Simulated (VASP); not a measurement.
Set up this calculation in VASP 6.6.1, as the native input.

```
Task                   : single point
Functional             : PBE
Potentials or basis    : VASP PAW PBE potentials, release 64 (Ge_d)
Cutoff                 : 520 eV
k mesh                 : 7 × 7 × 7
Occupations            : gaussian, width 0.01 eV
Spin                   : no spin polarisation
Dipole correction      : no
Further INCAR settings : ALGO = Normal; EDIFF = 1e-07; NBANDS = 21
```

The structure of Ge lies in POSCAR:

```
Ge
1.0
    0.0000000000      2.8289100000      2.8289100000
    2.8289100000      0.0000000000      2.8289100000
    2.8289100000      2.8289100000      0.0000000000
Ge
2
Direct
    0.0000000000      0.0000000000      0.0000000000
    0.2500000000      0.2500000000      0.2500000000
```

The input as run:

INCAR

```
PREC     = Accurate       # precision mode
ENCUT    = 520            # plane-wave cutoff, eV
EDIFF    = 1E-7           # SCF threshold, eV
ISMEAR   = 0              # smearing method
SIGMA    = 0.01           # smearing width, eV
LREAL    = F              # projectors in reciprocal space
LASPH    = T              # aspherical terms in the spheres
NELM     = 100            # most SCF steps
ALGO     = Normal         # electronic algorithm
ISIF     = 2              # what is computed and relaxed
LWAVE    = F              # write WAVECAR
LCHARG   = T              # write CHGCAR
GGA      = PE             # functional
LELF     = T              # ELF
LVHAR    = T            
NBANDS   = 21             # bands
```

KPOINTS

```
Automatic mesh
0
Gamma
  7 7 7
```

Potentials or basis: VASP PAW PBE potentials, release 64 (Ge_d).

Launch:

```bash
$ cat potpaw_PBE.64/Ge_d/POTCAR > POTCAR
$ mpirun -np 1 vasp_std > vasp.out
```

Results of the run:

- Pressure: 3.4 GPa
- Band gap on the k mesh: 0.03 eV, direct

Wall time 18 s on 1 thread of Intel(R) Xeon(R) Platinum 8259CL CPU @ 2.50GHz (Skylake/Cascade Lake), with other jobs on the host, peak memory 0.16 GiB.
